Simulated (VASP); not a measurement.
# Sn3Te (Pm-3m) in VASP: notebook, part 2 of 2

VASP 6.6.1.

**4. Relaxation of volume and atoms at fixed shape, PBEsol**

File INCAR:

```
ALGO = Normal
EDIFF = 1E-6
EDIFFG = -0.02
ENCUT = 600
GGA = PS
IBRION = 2
ISIF = 8
ISMEAR = 0
LASPH = T
LCHARG = F
LREAL = F
LWAVE = F
NELM = 100
NSW = 50
PREC = Accurate
SIGMA = 0.1
```

File KPOINTS:

```
k-points
0
Gamma
  2 2 2
```

File POSCAR:

```
Sn3Te
1.0
    4.8656220000      0.0000000000      0.0000000000
    0.0000000000      4.8656220000      0.0000000000
    0.0000000000      0.0000000000      4.8656220000
Sn Te
3 1
Direct
    0.5000000000      0.5000000000      0.0000000000
    0.5000000000      0.0000000000      0.5000000000
    0.0000000000      0.5000000000      0.5000000000
    0.0000000000      0.0000000000      0.0000000000
```

Potentials or basis: VASP PAW PBE potentials, release 64 (Sn_d, Te).

Command:

```bash
$ cat potpaw_PBE.64/Sn_d/POTCAR potpaw_PBE.64/Te/POTCAR > POTCAR
$ mpirun -np 1 vasp_std > vasp.out
```

OUTCAR:

```text
EDIFF = 1E-6
   EDIFFG = -0.02
   ENCUT = 600
   GGA = PS
   IBRION = 2
   ISIF = 8
   ISMEAR = 0
   LASPH = T
   LREAL = F
   NELM = 100
   NSW = 50
   PREC = Accurate

 ion  position               nearest neighbor table
   1  0.500  0.500  0.000-   2 3.44   3 3.44   4 3.44   2 3.44   3 3.44   2 3.44   4 3.44   2 3.44
                             3 3.44   4 3.44   3 3.44   4 3.44
   2  0.500  0.000  0.500-   1 3.44   3 3.44   4 3.44   1 3.44   4 3.44   1 3.44   3 3.44   1 3.44
                             3 3.44   4 3.44   4 3.44   3 3.44
   3  0.000  0.500  0.500-   1 3.44   2 3.44   4 3.44   1 3.44   4 3.44   2 3.44   4 3.44   4 3.44
                             1 3.44   2 3.44   1 3.44   2 3.44
   4  0.000  0.000  0.000-   1 3.44   2 3.44   3 3.44   2 3.44   3 3.44   1 3.44   3 3.44   3 3.44
                             1 3.44   2 3.44   2 3.44   1 3.44

  LATTYP: Found a simple cubic cell.
 ALAT       =     4.8656220000

  Lattice vectors:

[... 170 lines left out ...]
  -------------------------------------------------------------------------------------
  Total       -2.6420590     -2.6420590     -2.6420590     -0.0000000      0.0000000     -0.0000000
  in kB      -36.7483628    -36.7483628    -36.7483628     -0.0000000      0.0000000     -0.0000000
  external PRESSURE =     -36.7483628 kB  Pullay stress =       0.0000000 kB
[... 63 lines left out ...]
--------------------------------------- Ionic step        3  -------------------------------------------

 number of electron      48.0000015 magnetization

 Free energy of the ion-electron system (eV)
  ---------------------------------------------------
  ext. energy  EPLUGINS =         0.00000000
  ---------------------------------------------------
  free energy    TOTEN  =       -16.34015177 eV

  energy without entropy =      -16.33092894  energy(sigma->0) =      -16.33554035

 E-fermi :   7.9807     XC(G=0): -10.5392

 val. band max:        7.8549113379   @ k =   0.5000   0.0000   0.0000
 cond. band min:       8.1277540181   @ k =   0.5000   0.5000   0.0000
 fundamental gap:      0.2728426801
 Fermi energy:         7.9807163369

 k-point     1 :       0.0000    0.0000    0.0000
  band No.  band energies     occupation
      1     -13.3294      2.00000
      2     -13.3294      2.00000
      3     -13.3294      2.00000
      4     -13.2936      2.00000
      5     -13.2499      2.00000
      6     -13.2499      2.00000
[... 144 lines left out ...]
  FREE ENERGIE OF THE ION-ELECTRON SYSTEM (eV)
  ---------------------------------------------------
  free  energy   TOTEN  =       -16.3401517735 eV

  energy  without entropy=      -16.3309289364  energy(sigma->0) =      -16.33554035

 reached required accuracy - stopping structural energy minimisation
```

OSZICAR:

```text
N       E                     dE             d eps       ncg     rms          rms(c)
DAV:   1     0.441822753332E+03    0.44182E+03   -0.26095E+04   224   0.265E+03
DAV:   2     0.371385302767E+02   -0.40468E+03   -0.39637E+03   224   0.571E+02
DAV:   3    -0.139777892103E+02   -0.51116E+02   -0.49314E+02   264   0.188E+02
[... 24 lines left out ...]
DAV:   4    -0.163411326906E+02    0.26734E-02   -0.37740E-03   252   0.472E-01    0.279E-01
DAV:   5    -0.163402635885E+02    0.86910E-03   -0.52724E-04   312   0.138E-01    0.130E-01
DAV:   6    -0.163401580780E+02    0.10551E-03   -0.18938E-04   248   0.180E-01    0.158E-02
DAV:   7    -0.163401517119E+02    0.63661E-05   -0.56042E-06   276   0.225E-02    0.132E-02
DAV:   8    -0.163401517735E+02   -0.61609E-07   -0.12630E-06   144   0.888E-03
   3 F= -.16340152E+02 E0= -.16335540E+02  d E =-.962860E-01
```

Wall time 59 s (1 thread of AMD EPYC 7R13 (Zen 3), shared host); peak memory 0.21 GiB.

Results:

```yaml
Free_energy: -16.3402 eV
Relaxed_volume: 26.83 Å³/atom
Relaxed_cell: a = 4.752 Å, b = 4.752 Å, c = 4.752 Å, α = 90.00°, β = 90.00°, γ = 90.00°
Space_group_after_relaxing_to_0.05_Å: Pm-3m (No. 221)
Energy_gained_by_relaxing: 24.1 meV/atom
Ionic_steps: 3
Pressure_after_relaxing: 0.0 GPa
Band_gap_on_the_k_mesh: zero (band 24 reaches 11.52 eV, above the bottom of band 25 at 7.85 eV)
```

The path:
```csv
step,energy change (eV),largest force (eV/Å),pressure (GPa),volume (Å³)
1,0.0000,0.0000,-3.67,115.19
2,-0.0819,0.0000,1.69,104.53
3,-0.0963,0.0000,-0.01,107.31
```

Final structure:
```cif
data_structure
_symmetry_space_group_name_H-M 'P 1'
_symmetry_Int_Tables_number 1
_cell_length_a 4.7520
_cell_length_b 4.7520
_cell_length_c 4.7520
_cell_angle_alpha 90.000
_cell_angle_beta 90.000
_cell_angle_gamma 90.000
_cell_volume 107.31
loop_
_atom_site_label
_atom_site_type_symbol
_atom_site_fract_x
_atom_site_fract_y
_atom_site_fract_z
_atom_site_occupancy
Sn1 Sn 0.50000 0.50000 0.00000 1
Sn2 Sn 0.50000 0.00000 0.50000 1
Sn3 Sn 0.00000 0.50000 0.50000 1
Te1 Te 0.00000 0.00000 0.00000 1
```

Caveat: the k points lie up to 0.66 Å⁻¹ apart in the final cell; the PAW data sets were made with another functional, which shifts forces and pressure a little; spin-orbit coupling is left out, which moves the levels of the heavy elements.

**5. Relaxation of cell and atoms, PBE**

File INCAR:

```
SYSTEM = Sn3Te
PREC = Accurate
ENCUT = 600
EDIFF = 1E-6
ISMEAR = 0
SIGMA = 0.1
LREAL = .False.
LASPH = .True.
NELM = 60
ALGO = Normal
ISIF = 3
LWAVE = .False.
LCHARG = .False.
GGA = PE
IBRION = 2
NSW = 30
EDIFFG = -0.009
```

File KPOINTS:

```
regular mesh
0
Gamma
  4 4 4
  0 0 0
```

POSCAR is that of step 4.

Command:

```bash
$ cat potpaw_PBE.64/Sn_d/POTCAR potpaw_PBE.64/Te/POTCAR > POTCAR
$ mpirun -np 1 vasp_std > vasp.out
```

Run time: 37 s. Hardware: 1 thread of Intel Xeon 6975P-C (Granite Rapids), shared host; peak memory 0.26 GiB.

It converged, with:

```yaml
Free_energy: -14.3451 eV
Relaxed_volume: 28.76 Å³/atom
Relaxed_cell: a = 4.864 Å, b = 4.864 Å, c = 4.864 Å, α = 90.00°, β = 90.00°, γ = 90.00°
Space_group_after_relaxing_to_0.05_Å: Pm-3m (No. 221)
Energy_gained_by_relaxing: 0.0 meV/atom
Ionic_steps: 3
Pressure_after_relaxing: 0.0 GPa
Band_gap_on_the_k_mesh: zero (band 24 reaches 10.52 eV, above the bottom of band 25 at 7.31 eV)
```

Final structure:
```yaml
crystal:
  lattice:
    - [4.86350, 0.00000, 0.00000]
    - [0.00000, 4.86350, 0.00000]
    - [0.00000, 0.00000, 4.86350]
  atoms:
    - { symbol: Sn, position: [0.50000, 0.50000, 0.00000] }
    - { symbol: Sn, position: [0.50000, 0.00000, 0.50000] }
    - { symbol: Sn, position: [0.00000, 0.50000, 0.50000] }
    - { symbol: Te, position: [0.00000, 0.00000, 0.00000] }
```

Levels at points of the mesh, in eV from the Fermi level:
```tsv
k point	band 22	band 23	band 24	band 25	band 26	band 27
(0.00, 0.00, 0.00)	-4.24	0.36	0.36	0.36	1.86	1.86
(0.50, 0.00, 0.00)	-1.80	-1.80	-1.54	-0.39	1.80	2.05
(0.50, 0.50, 0.00)	-1.96	-1.95	-0.80	-0.15	-0.15	0.02
(0.50, 0.50, 0.50)	-5.21	-4.42	2.82	2.82	2.82	5.31
```

Caveat: spin-orbit coupling is left out, which moves the levels of the heavy elements.

**6. The runs side by side**

| task | level | cell | k mesh | cutoff (eV) | smearing | gap on the mesh (eV) | pressure (GPa) | relaxed volume (Å³/atom) |
| --- | --- | --- | --- | --- | --- | --- | --- | --- |
| single point | PBEsol | a = 4.866 Å, 4 atoms | 4 × 4 × 4 | 520 | gaussian 0.087 eV | none | -2.8 | - |
| single point | PBE | a = 4.914 Å, 4 atoms | 4 × 4 × 4 | 520 | gaussian 0.1 eV | none | -1.2 | - |
| relaxation of volume and atoms at fixed shape | PBEsol | relaxed from a = 4.866 Å, 4 atoms | 2 × 2 × 2 | 600 | gaussian 0.1 eV | none | 0.0 | 26.83 |
| relaxation of cell and atoms | PBE | relaxed from a = 4.866 Å, 4 atoms | 4 × 4 × 4 | 600 | gaussian 0.1 eV | none | 0.0 | 28.76 |

Alike in all rows: potentials or basis VASP PAW PBE potentials, release 64 (Sn_d, Te); no spin polarisation.

Caveats: some runs use coarse meshes; spin-orbit coupling is left out, which moves the levels of the heavy elements; the PAW data sets were made with another functional, which shifts forces and pressure a little (some runs).

Total energies depend on the potentials used, so only differences within one code and one set of settings carry meaning.
